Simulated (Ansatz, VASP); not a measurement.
## CuO in VASP and in Ansatz

```xyz
4
Lattice="2.3447 -1.7134 0.0000 2.3447 1.7134 0.0000 -0.8606 0.0000 5.0594" Properties=species:S:1:pos:R:3 pbc="T T T"
Cu    1.1723    0.8457    0.0000
Cu    0.7421   -0.8457    2.5297
O     2.0724   -0.2841    1.2836
O     1.6421    0.2841    3.8133
```

Alike in both runs: task single point; functional PBE; k mesh 2 × 2 × 2; occupations gaussian, width 0.1 eV; no spin polarisation.

```csv
,VASP,Ansatz
version,VASP 6.6.1,Ansatz 0.2.0
potentials or method,"VASP PAW PBE potentials, release 64 (Cu, O), cutoff 520 eV","scalar-relativistic, plane waves, PAW"
valence electrons in the cell,34,50
```

|  | VASP | Ansatz | Ansatz less VASP |
| --- | --- | --- | --- |
| gap on the k mesh at the Fermi level (eV) | none | none | - |
| pressure (GPa) | 10.1 | 9.5 | -0.63 |
| traceless stress, the component that is largest in VASP (GPa) | -9.69 | -10.10 | -0.408 |
| rms of the force components (eV/Å) | 0.371 | 0.357 | -0.0144 |

Atom by atom the forces differ by 0.023 eV/Å (rms over components). A gap of «none» marks a metal or a gap that the smearing closes. The functional is the same, so the differences come from potentials, cutoffs and numerics. VASP's potentials hold 34 valence electrons a cell and Ansatz's 50, so a difference there can come from the potentials and not from the codes.

The k mesh is coarse, so the values compare programs but aren't converged.
